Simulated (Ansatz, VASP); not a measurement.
**AgCl: VASP beside Ansatz**

The input INCAR:

```
SYSTEM = AgCl
  PREC = Accurate
  ENCUT = 520
  EDIFF = 1E-6
  ISMEAR = -1
  SIGMA = 0.03
  LREAL = .False.
  LASPH = .True.
  NELM = 60
  ALGO = Normal
  ISIF = 2
  LWAVE = .False.
  LCHARG = .False.
  GGA = CA
  NBANDS = 16
```

The input KPOINTS:

```
Automatic mesh
0
Gamma
  7 7 7
  0 0 0
```

POSCAR

```
AgCl
1.0
    0.0000000000      2.7350000000      2.7350000000
    2.7350000000      0.0000000000      2.7350000000
    2.7350000000      2.7350000000      0.0000000000
Ag Cl
1 1
Direct
   -0.0900000000     -0.0900000000      0.0900000000
    0.5900000000      0.5900000000      0.4100000000
```

Input for Ansatz:

```yaml
crystal:
  lattice:
    - [0.0, 2.735, 2.735]
    - [2.735, 0.0, 2.735]
    - [2.735, 2.735, 0.0]
  atoms:
    - { symbol: Ag, position: [-0.09, -0.09, 0.09] }
    - { symbol: Cl, position: [0.59, 0.59, 0.41] }
kpoints:
  mp_grid: { grid: [7, 7, 7] }
scf:
  occupations: { method: fermi_dirac, width: 0.03 }
hamiltonian:
  xc: lda
  pseudopotentials: { kind: all_electron, lapw: { basis_error: 0.001 } }
output:
  forces: true
  stress: true
  eigenvalues: true
  populations: true
```

Change from the starting cell: shortest bond scaled by 0.64, LAPW.

Alike in both runs: task single point; functional LDA; k mesh 7 × 7 × 7; occupations fermi-dirac, width 0.03 eV; no spin polarisation.

|  | VASP | Ansatz |
| --- | --- | --- |
| version | VASP 6.6.1 | Ansatz 0.2.0 |
| potentials or method | VASP PAW LDA potentials, release 64 (Ag, Cl), cutoff 520 eV | all-electron LAPW, scalar-relativistic |

```tsv
	VASP	Ansatz	Ansatz less VASP
gap on the k mesh at the Fermi level (eV)	1.48	1.48	-0.001
pressure (GPa)	46.0	45.9	-0.14
traceless stress, the component that is largest in VASP (GPa)	96.30	95.92	-0.378
rms of the force components (eV/Å)	11.892	11.845	-0.0474
```

LDA's correlation is that of Perdew and Zunger in VASP and of Perdew and Wang (1992) in Ansatz. Atom by atom the forces differ by 0.047 eV/Å (rms over components). Both programs put the cell under a high pressure, so it lies far from rest at this level. Ansatz ran all-electron here, and VASP with PAW potentials.
